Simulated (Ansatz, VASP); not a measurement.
**Al4Cu in VASP and in Ansatz**

```
Al Cu
1.0
     3.96683   -3.96962    0.00000
     3.96683    3.96962    0.00000
     0.00000    0.00000    2.78031
Al Cu
4 1
Direct
  0.73917 0.26083 0.50000
  0.26083 0.73917 0.50000
  0.30936 0.30936 0.00000
  0.69064 0.69064 0.00000
  0.00000 0.00000 0.00000
```

Change from the starting cell: species swapped into the OsCl4 type (Cmmm, No. 65).

Alike in both runs: task relaxation of cell and atoms; functional PBE; k mesh 8 × 8 × 14; occupations gaussian, width 0.1 eV; no spin polarisation.

|  | VASP | Ansatz |
| --- | --- | --- |
| version | VASP 6.6.1 | Ansatz 0.2.0 |
| potentials or method | VASP PAW PBE potentials, release 64 (Al, Cu), cutoff 600 eV | scalar-relativistic, plane waves, PAW |
| valence electrons in the cell | 23 | 31 |

```csv
,VASP,Ansatz,Ansatz less VASP
"gap on the k mesh at the Fermi level, each at its own relaxed structure (eV)",none,none,-
relaxed volume (Å³/atom),17.49,17.46,-0.027
relaxed cell length with the largest relative difference (Å),5.694,5.688,-0.0061
```

A gap of «none» marks a metal or a gap that the smearing closes. VASP's potentials hold 23 valence electrons a cell and Ansatz's 31, so a difference there can come from the potentials and not from the codes.
